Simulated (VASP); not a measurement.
A run of VASP 6.6.1:

INCAR

```
SYSTEM = MgS
ALGO = Normal
EDIFF = 1E-6
ENCUT = 520
GGA = CA
ISIF = 2
ISMEAR = 0
LASPH = .True.
LCHARG = .True.
LELF = .True.
LREAL = .False.
LVHAR = .True.
LWAVE = .False.
NBANDS = 11
NELM = 100
PREC = Accurate
SIGMA = 0.05
```

KPOINTS

```
k-points
0
Gamma
  8 8 8
  0 0 0
```

The input POSCAR:

```
MgS
1.0
    0.0000000000      2.6016500000      2.5366087500
    2.6016500000      0.0000000000      2.5366087500
    2.6016500000      2.6016500000      0.0000000000
Mg S
1 1
Direct
    0.0000000000      0.0000000000      0.0000000000
    0.5000000000      0.5000000000      0.5000000000
```

Potentials or basis: VASP PAW LDA potentials, release 64 (Mg, S).

Command:

```console
$ cat potpaw_LDA.64/Mg/POTCAR potpaw_LDA.64/S/POTCAR > POTCAR
$ mpirun -np 1 vasp_std > vasp.out
```

Hardware: 1 thread of Intel Xeon 6975P-C, on a shared host.

Task: Estimate the wall time of this run.

Result: Wall time 25 s on 1 thread of Intel Xeon 6975P-C, with other jobs on the host, peak memory 0.15 GiB. Counts: scf iterations 12, k points 59.
